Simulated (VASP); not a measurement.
Set up this calculation in VASP 6.6.1, as the native input.

| Item | Value |
| --- | --- |
| Task | single point |
| Functional | PBEsol |
| Potentials or basis | VASP PAW PBE potentials, release 64 (Sb) |
| Cutoff | 520 eV |
| k mesh | 8 × 8 × 8 |
| Occupations | methfessel-paxton, width 0.1 eV |
| Spin | no spin polarisation |
| Dipole correction | no |
| Further INCAR settings | ALGO = Normal; EDIFF = 1e-07; NBANDS = 12 |

The structure of Sb lies in POSCAR:

```
Sb
1.0
    2.1542000000      1.2437300000      3.7580000000
   -2.1542000000      1.2437300000      3.7580000000
    0.0000000000     -2.4874600000      3.7580000000
Sb
2
Direct
    0.2334900000      0.2334900000      0.2334900000
    0.7665100000      0.7665100000      0.7665100000
```

The input as run:

INCAR

```
PREC     = Accurate       # precision mode
ENCUT    = 520            # plane-wave cutoff, eV
EDIFF    = 1E-7           # SCF threshold, eV
ISMEAR   = 1              # smearing method
SIGMA    = 0.1            # smearing width, eV
LREAL    = False          # projectors in reciprocal space
LASPH    = True           # aspherical terms in the spheres
NELM     = 80             # most SCF steps
ALGO     = Normal         # electronic algorithm
ISIF     = 2              # what is computed and relaxed
LWAVE    = False          # write WAVECAR
LCHARG   = True           # write CHGCAR
GGA      = PS             # functional
LELF     = True           # ELF
LVHAR    = True         
NBANDS   = 12             # bands
```

KPOINTS

```
regular mesh
0
Gamma
  8 8 8
```

Potentials or basis: VASP PAW PBE potentials, release 64 (Sb).

Run with:

```sh
$ cat potpaw_PBE.64/Sb/POTCAR > POTCAR
$ mpirun -np 1 vasp_std > vasp.out
```

Results of the run:

```yaml
Pressure: 0.2 GPa
Largest_force: 0.144 eV/Å
Band_gap_on_the_k_mesh: zero (bands 5 and 6 overlap by 0.31 eV)
```

Caveat: the PAW data sets were made with another functional, which shifts forces and pressure a little; spin-orbit coupling is left out, which moves the levels of the heavy elements.

Run time: 77 s on 1 thread of Intel Xeon 8259CL, with other jobs on the host, peak memory 0.22 GiB.
